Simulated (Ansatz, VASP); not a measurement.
## Two plane-wave programs on KBr

Contents of POSCAR:

```
KBr
1.0
    3.9762553149      0.0000000000      0.0000000000
    0.0000000000      3.9762553149      0.0000000000
    0.0000000000      0.0000000000      3.9762553149
K Br
1 1
Direct
    0.0000000000      0.0000000000      0.0000000000
    0.5000000000      0.5000000000      0.5000000000
```

INCAR.step1

```
SYSTEM = KBr
PREC = Accurate
ENCUT = 520
ISMEAR = 0
SIGMA = 0.01
LREAL = .FALSE.
LASPH = .TRUE.
NELM = 60
NBANDS = 15
GGA = PE
ALGO = Normal
EDIFF = 1E-4
LWAVE = .TRUE.
LCHARG = .FALSE.
```

File INCAR.step2:

```
SYSTEM = KBr
PREC = Accurate
ENCUT = 520
EDIFF = 1E-7
ISMEAR = 0
SIGMA = 0.01
LREAL = .FALSE.
LASPH = .TRUE.
NELM = 60
ALGO = Normal
ISIF = 2
LWAVE = .FALSE.
LCHARG = .TRUE.
METAGGA = R2SCAN
LMIXTAU = .TRUE.
LELF = .TRUE.
LVHAR = .TRUE.
NBANDS = 15
ISTART = 1
```

Contents of KPOINTS:

```
regular mesh
0
G
  6 6 6
  0 0 0
```

Input for Ansatz:

```yaml
crystal:
  lattice:
    - [3.9762553149, 0.0, 0.0]
    - [0.0, 3.9762553149, 0.0]
    - [0.0, 0.0, 3.9762553149]
  atoms:
    - { symbol: K, position: [0.0, 0.0, 0.0] }
    - { symbol: Br, position: [0.5, 0.5, 0.5] }
kpoints:
  mp_grid: { grid: [6, 6, 6] }
  band_path:
    path:
      - [0.0, 0.0, 0.0]
      - [0.0, 0.5, 0.0]
      - [0.5, 0.5, 0.0]
      - [0.5, 0.5, 0.5]
      - [0.0, 0.5, 0.5]
    npoints: 1
hamiltonian:
  xc: r2scan
scf:
  occupations: { method: fixed }
  n_extra_bands: 4
output:
  forces: true
  stress: true
  eigenvalues: true
```

Alike in both runs: task single point; functional r2SCAN; k mesh 6 × 6 × 6; no spin polarisation.

|  | VASP | Ansatz |
| --- | --- | --- |
| version | VASP 6.6.1 | Ansatz 0.2.0 |
| potentials or method | VASP PAW PBE potentials, release 64 (K_sv, Br) | plane waves, PAW |
| plane-wave cutoff (eV) | 520 | 500 |
| occupations | gaussian, width 0.01 eV | fixed |
| valence electrons in the cell | 16 | 16 |

```tsv
	VASP	Ansatz	Ansatz less VASP
gap on the k mesh at the Fermi level (eV)	4.77	4.77	-0.004
pressure (GPa)	0.0	0.0	+0.01
```

VASP's potentials were made for PBE, not for r2SCAN.
